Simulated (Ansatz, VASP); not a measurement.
# C: VASP beside Ansatz

```
C
1.0
     0.00000    1.78337    1.78337
     1.78337    0.00000    1.78337
     1.78337    1.78337    0.00000
C
2
Cartesian
  2.6751 2.6751 2.6751
  1.7834 1.7834 1.7834
```

Alike in both runs: task relaxation of cell and atoms; functional PBEsol; dispersion D3(BJ); k mesh 13 × 13 × 13; occupations fermi-dirac, width 0.05 eV; no spin polarisation.

|  | VASP | Ansatz |
| --- | --- | --- |
| version | VASP 6.6.1 | Ansatz 0.2.0 |
| potentials or method | VASP PAW PBE potentials, release 64 (C), cutoff 600 eV | all-electron LAPW, scalar-relativistic |

Ansatz gave:

```
relaxed volume (Å³/atom)                                     : 5.56
relaxed cell length with the largest relative difference (Å) : 2.506
```

Task: Estimate VASP's values.

Result: Relaxed volume (Å³/atom): 5.57; relaxed cell length with the largest relative difference (Å): 2.507.

VASP's potentials were made for PBE, not for PBEsol. Ansatz ran all-electron here, and VASP with PAW potentials.
